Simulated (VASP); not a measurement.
# Pb (P6_3/mmc) in VASP: a series of runs

Pb is run at these levels: PBEsol; tasks: single point.

Everything below comes from runs of VASP 6.6.1. Logs are shortened: lines on timing, memory, paths and dates and some standing lists are left out, and cuts for length are marked.

### 1 The cell of the first run

The structure is hexagonal, space group P6_3/mmc (No. 194). Conventional cell: a = 3.480 Å, b = 3.480 Å, c = 5.646 Å, α = 90.00°, β = 90.00°, γ = 120.00°. Within 4.6 Å of Pb (site symmetry -6m2) lie 12 Pb at 3.46 to 3.48 Å.

This isn't the form of Pb at room conditions, which is fcc.

### 2 Single point, PBEsol (zz strain of +1 %)

INCAR reads:

```
PREC     = Accurate       # precision mode
ENCUT    = 520            # plane-wave cutoff, eV
EDIFF    = 1E-6           # SCF threshold, eV
ISMEAR   = -1             # smearing method
SIGMA    = 0.05           # smearing width, eV
LREAL    = F              # projectors in reciprocal space
LASPH    = T              # aspherical terms in the spheres
NELM     = 100            # most SCF steps
ALGO     = Normal         # electronic algorithm
ISIF     = 2              # what is computed and relaxed
LWAVE    = F              # write WAVECAR
LCHARG   = F              # write CHGCAR
GGA      = PS             # functional
NBANDS   = 21             # bands
```

KPOINTS reads:

```
regular mesh
0
Gamma
  12 12 7
```

POSCAR reads:

```
Pb
1.0
    3.4800006906      0.0000000000      0.0000000000
   -1.7400003453      3.0137690032      0.0000000000
    0.0000000000      0.0000000000      5.6459000000
Pb
2
Direct
    0.3333333333      0.6666666667      0.2500000000
    0.6666666667      0.3333333333      0.7500000000
```

Potentials or basis: VASP PAW PBE potentials, release 64 (Pb_d).

On the command line:

```bash
$ cat potpaw_PBE.64/Pb_d/POTCAR > POTCAR
$ mpirun -np 1 vasp_std > vasp.out
```

OUTCAR:

```text
PREC = Accurate
   ENCUT = 520
   EDIFF = 1E-6
   ISMEAR = -1
   LREAL = F
   LASPH = T
   NELM = 100
   ISIF = 2
   GGA = PS

 ion  position               nearest neighbor table
   1  0.333  0.667  0.250-   2 3.46   2 3.46   2 3.46   2 3.46   2 3.46   2 3.46
   2  0.667  0.333  0.750-   1 3.46   1 3.46   1 3.46   1 3.46   1 3.46   1 3.46

  LATTYP: Found a hexagonal cell.
 ALAT       =     3.4800006906
 C/A-ratio  =     1.6223847355

  Lattice vectors:

 A1 = (   3.4800006906,   0.0000000000,   0.0000000000)
 A2 = (  -1.7400003453,   3.0137690032,   0.0000000000)
 A3 = (   0.0000000000,   0.0000000000,   5.6459000000)

Analysis of symmetry for initial positions (statically):
=====================================================================
 Subroutine PRICEL returns:
 Original cell was already a primitive cell.

 Routine SETGRP: Setting up the symmetry group for a
 hexagonal supercell.

 Subroutine GETGRP returns: Found 24 space group operations
 (whereof 12 operations were pure point group operations)
 out of a pool of 24 trial point group operations.

The static configuration has the point symmetry D_3d.
 The point group associated with its full space group is D_6h.

Analysis of symmetry for dynamics (positions and initial velocities):
=====================================================================
 Subroutine PRICEL returns:
 Original cell was already a primitive cell.

 Routine SETGRP: Setting up the symmetry group for a
 hexagonal supercell.

 Subroutine GETGRP returns: Found 24 space group operations
 (whereof 12 operations were pure point group operations)
 out of a pool of 24 trial point group operations.

The dynamic configuration has the point symmetry D_3d.
 The point group associated with its full space group is D_6h.

 Subroutine INISYM returns: Found 24 space group operations
 (whereof 12 operations are pure point group operations),
 and found     1 'primitive' translations

----------------------------------------------------------------------------------------

                                     Primitive cell

  volume of cell :      59.2137

  direct lattice vectors                    reciprocal lattice vectors
     3.480000691  0.000000000  0.000000000     0.287356265  0.165905217  0.000000000
    -1.740000345  3.013769003  0.000000000     0.000000000  0.331810434  0.000000000
     0.000000000  0.000000000  5.645900000     0.000000000  0.000000000  0.177119680

  length of vectors
     3.480000691  3.480000691  5.645900000     0.331810434  0.331810434  0.177119680

  position of ions in fractional coordinates (direct lattice)
     0.333333333  0.666666667  0.250000000
     0.666666667  0.333333333  0.750000000

  ion indices of the primitive-cell ions
   primitive index   ion index
                 1           1
                 2           2

----------------------------------------------------------------------------------------

 KPOINTS: regular mesh

Automatic generation of k-mesh.
 Grid dimensions read from file:
 generate k-points for:   12   12    7

 Generating k-lattice:

  Cartesian coordinates                     Fractional coordinates (reciprocal lattice)
     0.023946355  0.013825435  0.000000000     0.083333333  0.000000000  0.000000000
     0.000000000  0.027650869  0.000000000     0.000000000  0.083333333  0.000000000
     0.000000000  0.000000000  0.025302811     0.000000000  0.000000000  0.142857143

  Length of vectors
     0.027650869  0.027650869  0.025302811

  Shift w.r.t. Gamma in fractional coordinates (k-lattice)
     0.000000000  0.000000000  0.000000000

 Subroutine IBZKPT returns following result:
 ===========================================

 Found     76 irreducible k-points:

 Following reciprocal coordinates:
            Coordinates               Weight
  0.000000  0.000000  0.000000      1.000000
  0.083333  0.000000  0.000000      6.000000
  0.166667  0.000000  0.000000      6.000000
  0.250000  0.000000  0.000000      6.000000
  0.333333  0.000000  0.000000      6.000000
  0.416667  0.000000  0.000000      6.000000
[... 16 lines left out ...]
  0.250000  0.000000  0.142857     12.000000
  0.333333  0.000000  0.142857     12.000000
 [... further k-points ...]
   k-points           NKPTS =     76   k-points in BZ     NKDIM =     76   number of bands    NBANDS=     21
   number of dos      NEDOS =    301   number of ions     NIONS =      2
   total plane-waves  NPLWV =  32928
   dimension x,y,z NGX =    28 NGY =   28 NGZ =   42
   dimension x,y,z NGXF=    56 NGYF=   56 NGZF=   84
   ions per type =               2
   NGX,Y,Z   is equivalent  to a cutoff of  13.38, 13.38, 12.37 a.u.
   NGXF,Y,Z  is equivalent  to a cutoff of  26.75, 26.75, 24.73 a.u.
 SYSTEM =  unknown system
   PREC   = accura    normal or accurate (medium, high low for compatibility)
   ISTART =      0    job   : 0-new  1-cont  2-samecut
   ICHARG =      2    charge: 1-file 2-atom 10-const
   ISPIN  =      1    spin polarized calculation?
   LNONCOLLINEAR =      F non collinear calculations
   LSORBIT =      F    spin-orbit coupling
   LASPH  =      T    aspherical Exc in radial PAW
   ENCUT  =  520.0 eV  38.22 Ry    6.18 a.u.   6.47  6.47 10.50*2*pi/ulx,y,z
   NELM   =    100;   NELMIN=  2; NELMDL= -5     # of ELM steps
   EDIFF  = 0.1E-05   stopping-criterion for ELM
   LREAL  =      F    real-space projection
   EDIFFG = 0.1E-04   stopping-criterion for IOM
   NSW    =      0    number of steps for IOM
   IBRION =     -1    ionic relax: 0-MD 1-quasi-New 2-CG
   NFREE  =      0    steps in history (QN), initial steepest desc. (CG)
   ISIF   =      2    stress and relaxation
   ISYM   =      2    0-nonsym 1-usesym 2-fastsym
   POTIM  = 0.5000    time-step for ionic-motion
   TEBEG  =    0.0;   TEEND  =   0.0 temperature during run
   PSTRESS=    0.0 pullay stress
   NELECT =      28.0000    total number of electrons
   NUPDOWN=      -1.0000    fix difference up-down
   EMIN   =  10.00;   EMAX   =-10.00  energy-range for DOS
   EFERMI =   0.00;   METHOD = LEGACY
   ISMEAR =    -1;   SIGMA  =   0.05  broadening in eV -4-tet -1-fermi 0-gaus
   EFERMI_NEDOS =   21; number of points for ismear=-14 and -15
   IALGO  =     38    algorithm
   IMIX   =      4    mixing-type and parameters
     AMIX     =   0.40;   BMIX     =  1.00
     AMIX_MAG =   1.60;   BMIX_MAG =  1.00
  volume/ion in A,a.u.               =      29.61       199.80
  Fermi-wavevector in a.u.,A,eV,Ry     =   1.275420  2.410195 22.132558  1.626697
  Thomas-Fermi vector in A             =   2.408134
   LORBIT       =      0    0 simple, 1 ext, 2 COOP (PROOUT), +10 PAW based schemes
   GGA     = PS    functional components
   LHFCALC =     F    Hartree Fock is set to
   AEXX    =    0.0000 exact exchange contribution
   IVDW    =     0    specifies the selected vdW correction
   LEPSILON=     F    determine dielectric tensor
   LRPA    =     F    only Hartree local field effects (RPA)
 non-spin polarized calculation
  energy-cutoff  :      520.00
  volume of cell :       59.21
 maximum number of plane-waves:      1629
 NGX is ok and might be reduce to    28
   NGX = 13   NGY = 13   NGZ = 21

 number of electron      28.0000005 magnetization

 Free energy of the ion-electron system (eV)
  ---------------------------------------------------
  ext. energy  EPLUGINS =         0.00000000
  ---------------------------------------------------
  free energy    TOTEN  =        -7.96318757 eV

  energy without entropy =       -7.95127902  energy(sigma->0) =       -7.95723330

 E-fermi :   7.3264     XC(G=0): -10.4580

 val. band max:        7.3002011315   @ k =   0.3333   0.0833   0.0000
 cond. band min:       7.3479595377   @ k =   0.1667   0.0833   0.4286
 fundamental gap:      0.0477584063
 Fermi energy:         7.3263906509

 k-point     1 :       0.0000    0.0000    0.0000
  band No.  band energies     occupation
      1      -9.6784      2.00000
      2      -9.6381      2.00000
      3      -9.6144      2.00000
      4      -9.6144      2.00000
      5      -9.5909      2.00000
      6      -9.5909      2.00000
[... 13 lines left out ...]
     20      16.4405      0.00000
     21      18.8797      0.00000

 k-point     2 :       0.0833    0.0000    0.0000
  band No.  band energies     occupation
      1      -9.6734      2.00000
      2      -9.6433      2.00000
      3      -9.6013      2.00000
      4      -9.5970      2.00000
      5      -9.5873      2.00000
      6      -9.5741      2.00000
[... 13 lines left out ...]
     20      17.0564      0.00000
     21      18.2707      0.00000

 k-point     3 :       0.1667    0.0000    0.0000
  band No.  band energies     occupation
      1      -9.6921      2.00000
      2      -9.6258      2.00000
      3      -9.5952      2.00000
      4      -9.5780      2.00000
      5      -9.5695      2.00000
      6      -9.5493      2.00000
[... 13 lines left out ...]
     20      17.3941      0.00000
     21      18.0805      0.00000

 k-point     4 :       0.2500    0.0000    0.0000
  band No.  band energies     occupation
      1      -9.7282      2.00000
      2      -9.6192      2.00000
      3      -9.6148      2.00000
      4      -9.5918      2.00000
      5      -9.5722      2.00000
      6      -9.4866      2.00000
[... 13 lines left out ...]
     20      16.7225      0.00000
     21      18.0802      0.00000

 k-point     5 :       0.3333    0.0000    0.0000
  band No.  band energies     occupation
      1      -9.7633      2.00000
      2      -9.6552      2.00000
      3      -9.6328      2.00000
      4      -9.6126      2.00000
      5      -9.5336      2.00000
      6      -9.4763      2.00000
[... 13 lines left out ...]
     20      16.1568      0.00000
     21      17.8411      0.00000
[... 382 lines left out ...]
     20      16.9947      0.00000
     21      18.3909      0.00000

 k-point    22 :       0.1667    0.0000    0.1429
  band No.  band energies     occupation
      1      -9.6898      2.00000
      2      -9.6269      2.00000
      3      -9.6143      2.00000
      4      -9.5814      2.00000
      5      -9.5802      2.00000
      6      -9.5333      2.00000
[... 13 lines left out ...]
     20      17.1750      0.00000
     21      17.3726      0.00000

 k-point    23 :       0.2500    0.0000    0.1429
  band No.  band energies     occupation
      1      -9.7242      2.00000
      2      -9.6350      2.00000
      3      -9.6241      2.00000
      4      -9.5853      2.00000
      5      -9.5554      2.00000
      6      -9.4948      2.00000
[... 13 lines left out ...]
     20      16.1493      0.00000
     21      17.1629      0.00000

 k-point    24 :       0.3333    0.0000    0.1429
  band No.  band energies     occupation
      1      -9.7576      2.00000
      2      -9.6692      2.00000
      3      -9.6374      2.00000
      4      -9.6014      2.00000
      5      -9.5256      2.00000
      6      -9.4956      2.00000
[... 13 lines left out ...]
     20      15.5849      0.00000
     21      17.5797      0.00000

 [... further k-points ...]

------------------------ aborting loop because EDIFF is reached ----------------------------------------

  FORCE on cell =-STRESS in cart. coord.  units (eV):
  Direction    XX          YY          ZZ          XY          YZ          ZX
  --------------------------------------------------------------------------------------
  -------------------------------------------------------------------------------------
  Total        0.0947450      0.0947450      0.2761301     -0.0000000      0.0000000      0.0000000
  in kB        2.5635647      2.5635647      7.4713970     -0.0000000      0.0000000      0.0000000
  external PRESSURE =       4.1995088 kB  Pullay stress =       0.0000000 kB

 VOLUME and BASIS-vectors are now :
 -----------------------------------------------------------------------------
  energy-cutoff  :      520.00
  volume of cell :       59.21
      direct lattice vectors                 reciprocal lattice vectors
     3.480000691  0.000000000  0.000000000     0.287356265  0.165905217  0.000000000
    -1.740000345  3.013769003  0.000000000     0.000000000  0.331810434  0.000000000
     0.000000000  0.000000000  5.645900000     0.000000000  0.000000000  0.177119680

 POSITION                                       TOTAL-FORCE (eV/Angst)
 -----------------------------------------------------------------------------------
     -0.00000      2.00918      1.41148        -0.000000      0.000000      0.000000
      1.74000      1.00459      4.23442         0.000000     -0.000000      0.000000
 -----------------------------------------------------------------------------------
    total drift:                                0.000000     -0.000000      0.000000

  FREE ENERGIE OF THE ION-ELECTRON SYSTEM (eV)
  ---------------------------------------------------
  free  energy   TOTEN  =        -7.9631875744 eV

  energy  without entropy=       -7.9512790213  energy(sigma->0) =       -7.95723330
```

It took 26 s on 1 thread of Intel Xeon 6975P-C (Granite Rapids), shared host; peak memory 0.22 GiB.

What came out:

| Property | Result |
| --- | --- |
| Free energy | -7.9632 eV |
| Pressure | 0.4 GPa |
| Band gap on the k mesh | zero (bands 14 and 15 overlap by 7.74 eV) |

Caveat: the cell differs from its parent crystal (zz strain of +1 %); the PAW data sets were made with another functional, which shifts forces and pressure a little; spin-orbit coupling is left out, which moves the levels of the heavy elements.

### 3 Single point, PBEsol (equal xx and yy strain of +1 %)

INCAR reads:

```
ALGO = Normal
EDIFF = 1E-6
ENCUT = 520
GGA = PS
ISIF = 2
ISMEAR = -1
LASPH = True
LCHARG = False
LREAL = False
LWAVE = False
NBANDS = 21
NELM = 100
PREC = Accurate
SIGMA = 0.05
```

KPOINTS reads:

```
k-points
0
Gamma
  12 12 7
```

POSCAR reads:

```
Pb
1.0
    3.5148006975      0.0000000000      0.0000000000
   -1.7574003488      3.0439066932      0.0000000000
    0.0000000000      0.0000000000      5.5900000000
Pb
2
Direct
    0.3333333333      0.6666666667      0.2500000000
    0.6666666667      0.3333333333      0.7500000000
```

Potentials or basis: VASP PAW PBE potentials, release 64 (Pb_d).

On the command line:

```bash
$ cat potpaw_PBE.64/Pb_d/POTCAR > POTCAR
$ mpirun -np 1 vasp_std > vasp.out
```

Run time: 25 s. Hardware: 1 thread of Intel Xeon 6975P-C (Granite Rapids), shared host; peak memory 0.22 GiB.

The run converged. Its results:

* Free energy: -7.9620 eV
* Pressure: -0.2 GPa
* Band gap on the k mesh: zero (bands 14 and 15 overlap by 7.46 eV)

Stress tensor (GPa, compression positive):
```
-0.33  0.00  0.00
 0.00 -0.33  0.00
 0.00  0.00  0.04
```

Levels at points of the mesh, in eV from the Fermi level:
| k point | band 11 | band 12 | band 13 | band 14 | band 15 | band 16 | band 17 | band 18 |
| --- | --- | --- | --- | --- | --- | --- | --- | --- |
| (0.00, 0.00, 0.00) | -11.84 | -7.89 | -4.20 | 5.36 | 5.36 | 7.26 | 7.26 | 8.16 |
| (0.50, 0.00, 0.00) | -8.42 | -7.16 | -2.83 | -1.32 | -0.52 | 1.78 | 1.87 | 5.70 |

Caveat: the cell differs from its parent crystal (equal xx and yy strain of +1 %); the PAW data sets were made with another functional, which shifts forces and pressure a little; spin-orbit coupling is left out, which moves the levels of the heavy elements.

### 4 Single point, PBEsol (equal xx and yy strain of +2 %)

INCAR reads:

```
SYSTEM = Pb
PREC = Accurate ; ENCUT = 520
EDIFF = 1E-6 ; ISMEAR = -1
SIGMA = 0.05 ; LREAL = .FALSE.
LASPH = .TRUE. ; NELM = 80
ALGO = Normal ; ISIF = 2
LWAVE = .FALSE. ; LCHARG = .TRUE.
GGA = PS ; LELF = .TRUE.
LVHAR = .TRUE. ; NBANDS = 21
```

KPOINTS reads:

```
Automatic mesh
0
G
  12 12 7
  0 0 0
```

POSCAR reads:

```
Pb
1.0
    3.5496007044      0.0000000000      0.0000000000
   -1.7748003522      3.0740443833      0.0000000000
    0.0000000000      0.0000000000      5.5900000000
Pb
2
Direct
    0.3333333333      0.6666666667      0.2500000000
    0.6666666667      0.3333333333      0.7500000000
```

On the command line:

```bash
$ cat potpaw_PBE.64/Pb_d/POTCAR > POTCAR
$ mpirun -np 1 vasp_std > vasp.out
```

Run time: 27 s. Hardware: 1 thread of Intel Xeon 6975P-C (Granite Rapids), shared host; peak memory 0.22 GiB.

Results (log left out):

| Quantity | Value |
| --- | --- |
| Free energy | -7.9565 eV |
| Pressure | -1.1 GPa |
| Band gap on the k mesh | zero (bands 14 and 15 overlap by 7.22 eV) |

Stress tensor (GPa, compression positive):
```
-1.32  0.00  0.00
 0.00 -1.32  0.00
 0.00  0.00 -0.60
```

Levels at points of the mesh, in eV from the Fermi level:
```
           k point  band 11  band 12  band 13  band 14  band 15  band 16  band 17  band 18
(0.00, 0.00, 0.00)   -11.70    -7.79    -4.07     5.15     5.15     7.04     7.04     8.14
(0.50, 0.00, 0.00)    -8.41    -7.16    -2.76    -1.21    -0.49     1.78     1.78     5.60
```

Caveat: the cell differs from its parent crystal (equal xx and yy strain of +2 %); the PAW data sets were made with another functional, which shifts forces and pressure a little; spin-orbit coupling is left out, which moves the levels of the heavy elements.

### 5 Single point, PBEsol (27.57 Å³/atom)

This run uses another cell than the first one, of 27.57 Å³/atom.

INCAR reads:

```
ALGO = Normal ; EDIFF = 1E-7
ENCUT = 520 ; GGA = PS
ISIF = 2 ; ISMEAR = -1
LASPH = T ; LCHARG = F
LREAL = F ; LWAVE = F
NBANDS = 21 ; NELM = 80
PREC = Accurate ; SIGMA = 0.05
```

KPOINTS reads:

```
k-points
0
Gamma
  12 12 7
```

POSCAR reads:

```
Pb
1.0
    3.4095646533      0.0000000000      0.0000000000
   -1.7047823266      2.9527696056      0.0000000000
    0.0000000000      0.0000000000      5.4768570775
Pb
2
Direct
    0.3333333333      0.6666666667      0.2500000000
    0.6666666667      0.3333333333      0.7500000000
```

On the command line:

```bash
$ cat potpaw_PBE.64/Pb_d/POTCAR > POTCAR
$ mpirun -np 1 vasp_std > vasp.out
```

Wall time 1.7 min (1 thread of Intel Xeon 8259CL, shared host); peak memory 0.21 GiB.

Results (log left out):

```
Free energy            : -7.9026 eV
Pressure               : 4.5 GPa
Band gap on the k mesh : zero (bands 14 and 15 overlap by 8.20 eV)
```

Stress tensor (GPa, compression positive):
```
4.68 0.00 0.00
0.00 4.68 0.00
0.00 0.00 4.01
```

Levels at points of the mesh, in eV from the Fermi level:
| k point | band 10 | band 11 | band 12 | band 13 | band 14 | band 15 | band 16 | band 17 | band 18 | band 19 |
| --- | --- | --- | --- | --- | --- | --- | --- | --- | --- | --- |
| (0.00, 0.00, 0.00) | -16.72 | -12.45 | -8.06 | -4.66 | 5.92 | 5.92 | 7.97 | 7.97 | 8.69 | 9.12 |
| (0.50, 0.00, 0.00) | -16.69 | -8.54 | -7.24 | -2.98 | -1.51 | -0.63 | 1.81 | 2.01 | 6.14 | 6.35 |

Caveat: the cell stands under pressure; the PAW data sets were made with another functional, which shifts forces and pressure a little; spin-orbit coupling is left out, which moves the levels of the heavy elements.

[end of part 1 of 2]
